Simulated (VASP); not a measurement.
A run of VASP 6.6.1:

INCAR

```
PREC     = Accurate       # precision mode
ENCUT    = 600            # plane-wave cutoff, eV
EDIFF    = 1E-6           # SCF threshold, eV
ISMEAR   = 0              # smearing method
SIGMA    = 0.01           # smearing width, eV
LREAL    = False          # projectors in reciprocal space
LASPH    = True           # aspherical terms in the spheres
NELM     = 120            # most SCF steps
ALGO     = Normal         # electronic algorithm
ISIF     = 2              # what is computed and relaxed
LWAVE    = False          # write WAVECAR
LCHARG   = False          # write CHGCAR
GGA      = PS             # functional
NBANDS   = 11             # bands
GGA_COMPAT= False
```

Contents of KPOINTS:

```
regular mesh
0
Gamma
  5 5 5
```

POSCAR

```
MgSe
1.0
    0.0000000000      2.7255000000      2.7255000000
    2.7255000000      0.0000000000      2.7255000000
    2.7255000000      2.7255000000      0.0000000000
Mg Se
1 1
Direct
    0.0000000000      0.0000000000      0.0000000000
    0.5000000000      0.5000000000      0.5000000000
```

Potentials or basis: VASP PAW PBE potentials, release 64 (Mg, Se).

The run is started by

```bash
$ cat potpaw_PBE.64/Mg/POTCAR potpaw_PBE.64/Se/POTCAR > POTCAR
$ mpirun -np 1 vasp_std > vasp.out
```

Hardware: 1 thread of Intel(R) Xeon(R) Platinum 8559C (Emerald Rapids), on a shared host.

Task: Estimate the wall time of this run.

Result: It took 5.2 s on 1 thread of Intel(R) Xeon(R) Platinum 8559C (Emerald Rapids) (shared host), peak memory 0.16 GiB. Counts: scf iterations 12, k points 10.
